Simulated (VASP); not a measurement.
A run of VASP 6.6.1 is set up as follows.

INCAR

```
SYSTEM = Cl
PREC = Accurate ; ENCUT = 400
EDIFF = 1E-6 ; ISMEAR = -1
SIGMA = 0.02 ; LREAL = .FALSE.
LASPH = .TRUE. ; NELM = 120
ALGO = Normal ; ISIF = 2
LWAVE = .FALSE. ; LCHARG = .FALSE.
GGA = PE ; IVDW = 12
NBANDS = 70 ; GGA_COMPAT = .FALSE.
```

Contents of KPOINTS:

```
Automatic mesh
0
G
  1 1 1
  0 0 0
```

The input POSCAR:

```
Cl
1.0
    8.7065880000      0.0000000000      0.0000000000
    0.0000000000      8.7065880000      0.0000000000
    0.0000000000      0.0000000000      8.7065880000
Cl
16
Direct
    0.3928404560     -0.0651230999      0.3699497438
    0.4161676193      0.1537341608      0.3745899082
    0.8099498908      0.7937322864      0.9170756673
    0.9168689273      0.7144245254      0.7220394487
   -0.0202260633      0.5264174669      0.3733954105
   -0.0500081088      0.6272376734      0.1689065797
    0.0351687711      0.2062576063      0.6481069278
    0.0408541210      0.2876672239      0.8698930052
    0.3677445171      0.5893697968      0.7817987942
    0.4464780003      0.5438525402      0.9893887250
   -0.0017343189      0.0182505477      0.3869368804
   -0.0579561132      0.0655825221      0.1708131819
    0.5954111990      0.2069237685      0.7923769908
    0.3723846816      0.1282362276      0.8267762297
    0.4234494615      0.5206287469      0.4146055837
    0.6516444789      0.4712523436      0.4290658981
```

Potentials or basis: VASP PAW PBE potentials, release 64 (Cl).

The run is started by

```console
$ cat potpaw_PBE.64/Cl/POTCAR > POTCAR
$ mpirun -np 1 vasp_gam > vasp.out
```

(1) Estimate the largest force.

(2) Estimate the dispersion energy per atom.

Answers

(1) 2.113 eV/Å.

(2) -0.096 eV.

Caveat: the k points lie up to 0.72 Å⁻¹ apart.
